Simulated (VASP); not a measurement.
Runs of VASP 6.6.1 on Ni. The structure is that of space group Fd-3m (No. 227), or close to it. The cells are those of the table. 

| spin | cell | k mesh | smearing | gap on the mesh (eV) | pressure (GPa) | moment (μB) |
| --- | --- | --- | --- | --- | --- | --- |
| collinear, ferromagnetic start | a = 3.687 Å, angles 60.0°, 2 atoms | 12 × 12 × 12 | fermi-dirac 0.05 eV | none | (c) | (b) |
| collinear, ferromagnetic start | a = 3.779 Å, angles 60.0°, 2 atoms | 12 × 12 × 12 | fermi-dirac 0.05 eV | none | (a) | 1.60 |
| off | a = 3.636 Å, angles 60.0°, 2 atoms | 11 × 11 × 11 | fermi-dirac 0.1 eV | none | 0.1 | - |
| collinear, ferromagnetic start | a = 3.733 Å, angles 60.0°, 2 atoms | 12 × 12 × 12 | fermi-dirac 0.05 eV | none | -5.1 | 1.59 |
| off | a = 3.636 Å, angles 60.0°, 2 atoms | 17 × 17 × 17 | fermi-dirac 0.1 eV | none | 0.1 | - |
| collinear, ferromagnetic start | a = 3.639 Å, angles 60.0°, 2 atoms | 12 × 12 × 12 | fermi-dirac 0.05 eV | none | 0.1 | 1.57 |
| off | a = 3.587 Å, angles 60.0°, 2 atoms | 17 × 17 × 17 | fermi-dirac 0.1 eV | none | 3.7 | - |

Alike in all rows: task single point; level revPBE; potentials or basis VASP PAW PBE potentials, release 64 (Ni); cutoff (eV) 520.

Estimate the missing entries.

(a) -6.9; (b) 1.58; (c) -2.8.

Caveats: the PAW data sets were made with another functional, which shifts forces and pressure a little.

A gap of «none» marks levels without a gap at the run's occupations.
